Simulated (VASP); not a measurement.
Write the native input for VASP 6.6.1 that does the following.

```yaml
Task: single point
Functional: PBE
Potentials_or_basis: VASP PAW PBE potentials, release 64 (W_sv, C)
Cutoff: 520 eV
k_mesh: 6 × 6 × 4
Occupations: gaussian, width 0.1 eV
Spin: no spin polarisation
Dipole_correction: no
Further_INCAR_settings: ALGO = Normal; EDIFF = 1e-06; NBANDS = 16
```

The structure of WC lies in POSCAR:

```
WC
1.0
    2.9391464418      0.0000000000      0.0000000000
    0.0000000000      2.9391464418      0.0000000000
    0.0000000000      0.0000000000      3.0634289433
W C
1 1
Direct
    0.0000000000      0.0000000000      0.0000000000
    0.5000000000      0.5000000000      0.0000000000
```

The input as run:

INCAR

```
PREC = Accurate
ENCUT = 520
EDIFF = 1E-6
ISMEAR = 0
SIGMA = 0.1
LREAL = False
LASPH = True
NELM = 100
ALGO = Normal
ISIF = 2
LWAVE = False
LCHARG = False
GGA = PE
NBANDS = 16
```

KPOINTS

```
Automatic mesh
0
Gamma
  6 6 4
```

Potentials or basis: VASP PAW PBE potentials, release 64 (W_sv, C).

Launch:

```console
$ cat potpaw_PBE.64/W_sv/POTCAR potpaw_PBE.64/C/POTCAR > POTCAR
$ mpirun -np 1 vasp_std > vasp.out
```

Results of the run:

- Pressure: 0.4 GPa
- Band gap on the k mesh: zero (band 9 reaches 9.14 eV, above the bottom of band 10 at 6.30 eV)

Caveat: the k points lie up to 0.51 Å⁻¹ apart; spin-orbit coupling is left out, which moves the levels of the heavy elements.

It took 5 s on 1 thread of Intel(R) Xeon(R) 6975P-C (Granite Rapids), on a shared host, peak memory 0.14 GiB.
